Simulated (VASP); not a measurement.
Runs of VASP 6.6.1 on Ba. The structure is that of space group Im-3m (No. 229), or close to it. The cells are those of the table. 

```csv
task,cell,gap on the mesh (eV),pressure (GPa)
relaxation of cell and atoms,"relaxed to 20 GPa from a = 4.339 Å, angles 109.5°, 1 atom",none,20.0
relaxation of cell and atoms,"relaxed from a = 4.339 Å, angles 109.5°, 1 atom",none,0.1
single point,"a = 3.607 Å, angles 109.5°, 1 atom",none,11.0
single point,"a = 4.351 Å, angles 109.5°, 1 atom",none,0.0
single point,"a = 3.177 Å, angles 109.5°, 1 atom",none,35.7
relaxation of cell and atoms,"relaxed to 10 GPa from a = 4.339 Å, angles 109.5°, 1 atom",none,9.9
single point,"a = 3.336 Å, angles 109.5°, 1 atom",none,(a)
relaxation of cell and atoms,"relaxed to 30 GPa from a = 4.339 Å, angles 109.5°, 1 atom",none,30.0
```

Alike in all rows: level PBE; potentials or basis VASP PAW PBE potentials, release 64 (Ba_sv); no spin polarisation; k mesh 12 × 12 × 12; cutoff (eV) 500; smearing fermi-dirac 0.1 eV.

Question: Estimate the missing entries.

Answer: (a) 22.8.

Caveats: spin-orbit coupling is left out, which moves the levels of the heavy elements; the cell is relaxed towards a set pressure, so the run minimises the enthalpy, not the energy (at least some runs); the cell stands under pressure (at least some runs).

A k mesh can miss the band edges, and the runs leave out spin-orbit coupling on Ba.

A gap of «none» marks levels without a gap at the run's occupations.
